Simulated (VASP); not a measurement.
Set up this calculation in VASP 6.6.1, as the native input.

- Task: single point
- Functional: PBE
- Potentials or basis: VASP PAW PBE potentials, release 64 (Zr_sv, Ga_d, S)
- Cutoff: 520 eV
- k mesh: 6 × 6 × 6
- Occupations: gaussian, width 0.1 eV
- Spin: no spin polarisation
- Dipole correction: no
- Further INCAR settings: ALGO = Normal; EDIFF = 1e-06; NBANDS = 33

The structure of ZrGa2S2 lies in POSCAR:

```
ZrGa2S2
1.0
   -2.1437502600      2.1437502600      5.1461851400
    2.1437502600     -2.1437502600      5.1461851400
    2.1437502600      2.1437502600     -5.1461851400
Zr Ga S
1 2 2
Direct
    0.0000000000      0.0000000000      0.0000000000
    0.6288242300      0.6288242300      0.0000000000
    0.3711757700      0.3711757700      0.0000000000
    0.2500000000      0.7500000000      0.5000000000
    0.7500000000      0.2500000000      0.5000000000
```

The cell was generated, and may not be a known phase.

These files were run (other wordings do the same):

INCAR

```
PREC = Accurate
ENCUT = 520
EDIFF = 1E-6
ISMEAR = 0
SIGMA = 0.1
LREAL = False
LASPH = True
NELM = 60
ALGO = Normal
ISIF = 2
LWAVE = False
LCHARG = True
GGA = PE
LELF = True
LVHAR = True
NBANDS = 33
```

KPOINTS

```
Automatic mesh
0
Gamma
  6 6 6
```

Potentials or basis: VASP PAW PBE potentials, release 64 (Zr_sv, Ga_d, S).

Command:

```console
$ cat potpaw_PBE.64/Zr_sv/POTCAR potpaw_PBE.64/Ga_d/POTCAR potpaw_PBE.64/S/POTCAR > POTCAR
$ mpirun -np 1 vasp_std > vasp.out
```

It gave:

| Item | Value |
| --- | --- |
| Pressure | 0.0 GPa |
| Largest force | 0.543 eV/Å |
| Band gap on the k mesh | zero (bands 25 and 26 overlap by 1.04 eV) |

Caveat: the stress differs along the axes, from -10 to 5 GPa.

Run time: 2 min on 1 thread of AMD EPYC 9R45 96-Core Processor (Zen 5), on a shared host, peak memory 0.33 GiB.
